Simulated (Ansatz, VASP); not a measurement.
# Two plane-wave programs on MgO

```
Mg O
1.0
     0.00000    2.11000    2.11000
     2.11000    0.00000    2.11000
     2.11000    2.11000    0.00000
Mg O
1 1
Direct
  0.00000 0.00000 0.00000
  0.50000 0.50000 0.50000
```

Alike in both runs: task single point; functional PBE; dispersion D3(BJ); k mesh 8 × 8 × 8; occupations gaussian, width 0.1 eV; no spin polarisation.

```csv
,VASP,Ansatz
version,VASP 6.6.1,Ansatz 0.2.0
potentials or method,"VASP PAW PBE potentials, release 64 (Mg, O), cutoff 600 eV","scalar-relativistic, plane waves, PAW"
valence electrons in the cell,8,16
```

|  | VASP | Ansatz | Ansatz less VASP |
| --- | --- | --- | --- |
| gap on the k mesh at the Fermi level (eV) | 4.67 | 4.69 | +0.019 |
| least direct gap on the mesh (eV) | 4.67 | 4.69 | +0.019 |
| pressure (GPa) | -2.4 | -1.3 | +1.06 |

VASP's potentials hold 8 valence electrons a cell and Ansatz's 16, so a difference there can come from the potentials and not from the codes.
